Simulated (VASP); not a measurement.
A run of VASP 6.6.1:

File POSCAR:

```
YbZn
1.0
    3.7233016263      0.0000000000      0.0000000000
    0.0000000000      3.7233016263      0.0000000000
    0.0000000000      0.0000000000      3.7233016263
Yb Zn
1 1
Direct
    0.0000000000      0.0000000000      0.0000000000
    0.5000000000      0.5000000000      0.5000000000
```

The input INCAR.step1:

```
SYSTEM = YbZn
ALGO = Normal
EDIFF = 1E-4
ENCUT = 520
GGA = PE
ISMEAR = -1
LASPH = .True.
LCHARG = .False.
LREAL = .False.
LWAVE = .True.
NBANDS = 25
NELM = 100
PREC = Accurate
SIGMA = 0.15
```

INCAR.step2

```
SYSTEM = YbZn
ALGO = Normal
EDIFF = 1E-6
ENCUT = 520
ISIF = 2
ISMEAR = -1
ISTART = 1
LASPH = .True.
LCHARG = .False.
LMIXTAU = .True.
LREAL = .False.
LWAVE = .False.
METAGGA = R2SCAN
NBANDS = 25
NELM = 100
PREC = Accurate
SIGMA = 0.15
```

Contents of KPOINTS:

```
k-points
0
Gamma
  6 6 6
  0 0 0
```

Potentials or basis: VASP PAW PBE potentials, release 64 (Yb, Zn).

The run is started by

```sh
$ cat potpaw_PBE.64/Yb/POTCAR potpaw_PBE.64/Zn/POTCAR > POTCAR
$ cp INCAR.step1 INCAR
$ mpirun -np 1 vasp_std > vasp.out
$ cp INCAR.step2 INCAR
$ mpirun -np 1 vasp_std > vasp.out
```

Hardware: 1 thread of Intel Xeon 6975P-C (shared host).

Q: How long does it take, and how much memory?

A: Wall time 2.9 min on 1 thread of Intel Xeon 6975P-C, with other jobs on the host, peak memory 0.19 GiB. Counts: k points 20.
